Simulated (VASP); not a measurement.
A run of VASP 6.6.1:

File INCAR:

```
ALGO = Normal
EDIFF = 1E-7
ENCUT = 520
GGA = PE
ISIF = 2
ISMEAR = 0
LASPH = T
LCHARG = F
LREAL = F
LWAVE = F
NBANDS = 16
NELM = 100
PREC = Accurate
SIGMA = 0.05
```

The input KPOINTS:

```
k-points
0
Gamma
  8 8 8
```

Contents of POSCAR:

```
ZnS
1.0
    0.0000000000      2.6399170651      2.7215639846
    2.6399170651      0.0000000000      2.7215639846
    2.6399170651      2.6399170651      0.0000000000
Zn S
1 1
Direct
    0.0000000000      0.0000000000      0.0000000000
    0.7500000000      0.7500000000      0.7500000000
```

Potentials or basis: VASP PAW PBE potentials, release 64 (Zn, S).

Command:

```sh
$ cat potpaw_PBE.64/Zn/POTCAR potpaw_PBE.64/S/POTCAR > POTCAR
$ mpirun -np 1 vasp_std > vasp.out
```

Hardware: 1 thread of Intel(R) Xeon(R) 6975P-C (Granite Rapids), on a shared host.

Question: Estimate the wall time of this run.

Answer: Run time: 15 s on 1 thread of Intel(R) Xeon(R) 6975P-C (Granite Rapids), with other jobs on the host, peak memory 0.17 GiB. Counts: scf iterations 14, k points 59.
